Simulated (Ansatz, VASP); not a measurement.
## One calculation of AlGa2N3, two programs

```
Al Ga N
1.0
    -1.59232    1.59232    6.73581
     1.59232   -1.59232    6.73581
     1.59232    1.59232   -6.73581
Al Ga N
1 2 3
Direct
  0.50000 0.50000 0.00000
  0.83539 0.83539 0.00000
  0.16461 0.16461 0.00000
  0.42152 0.92152 0.50000
  0.07848 0.57848 0.50000
  0.75000 0.25000 0.50000
```

Alike in both runs: task relaxation of cell and atoms; functional PBE; k mesh 12 × 12 × 12; no spin polarisation.

|  | VASP | Ansatz |
| --- | --- | --- |
| version | VASP 6.6.1 | Ansatz 0.2.0 |
| potentials or method | VASP PAW PBE potentials, release 64 (Al, Ga_d, N), cutoff 600 eV | scalar-relativistic, plane waves, PAW |
| occupations | gaussian, width 0.01 eV | fixed |
| valence electrons in the cell | 44 | 44 |

```tsv
	VASP	Ansatz	Ansatz less VASP
gap on the k mesh at the Fermi level, each at its own relaxed structure (eV)	2.26	2.24	-0.013
relaxed volume (Å³/atom)	11.37	11.39	+0.012
relaxed length of the cell vector where the two differ most in proportion (Å)	7.099	7.102	+0.0024
```
